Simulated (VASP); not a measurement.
**GaN: single point with PBE exchange alone**

Crystal: GaN.

```xyz
4
Lattice="3.1587 0.0000 0.0000 -1.5793 2.7355 0.0000 0.0000 0.0000 5.1313" Properties=species:S:1:pos:R:3 pbc="T T T"
Ga    1.5793    0.9118    2.5657
Ga    0.0000    1.8237    0.0000
N     1.5793    0.9118    4.4899
N     0.0000    1.8237    1.9242
```

| Item | Value |
| --- | --- |
| Program | VASP 6.6.1 |
| Task | single point |
| Functional | PBE exchange alone |
| Potentials or basis | VASP PAW PBE potentials, release 64 (Ga_d, N) |
| Cutoff | 520 eV |
| k mesh | 10 × 10 × 5 |
| Occupations | fermi-dirac, width 0.05 eV |
| Spin | no spin polarisation |
| Dipole correction | no |
| Further INCAR settings | ALGO = Normal; EDIFF = 1e-06; NBANDS = 26 |

The pressure is 31.9 GPa. The largest force is 0.137 eV/Å. The band gap on the k mesh is 2.21 eV.

Forces on the atoms (eV/Å):
```
Ga   0.000  0.000 -0.137
Ga   0.000  0.000 -0.137
N    0.000  0.000  0.137
N    0.000  0.000  0.137
```

Stress tensor (GPa, compression positive):
```
30.94  0.00  0.00
 0.00 30.94  0.00
 0.00  0.00 33.97
```

Levels at points of the mesh, in eV from the valence-band top:
```tsv
k point	band 15	band 16	band 17	band 18	band 19	band 20	band 21	band 22
(0.00, 0.00, 0.00)	-1.08	-0.06	0.00	0.00	2.21	4.48	9.52	10.06
(0.50, 0.00, 0.00)	-4.31	-2.83	-2.26	-1.01	5.31	5.80	6.27	8.82
```

Run time: 34 s on 1 thread of Intel(R) Xeon(R) Platinum 8488C (Sapphire Rapids), on a shared host, peak memory 0.18 GiB.

Caveat: the cell stands under pressure.
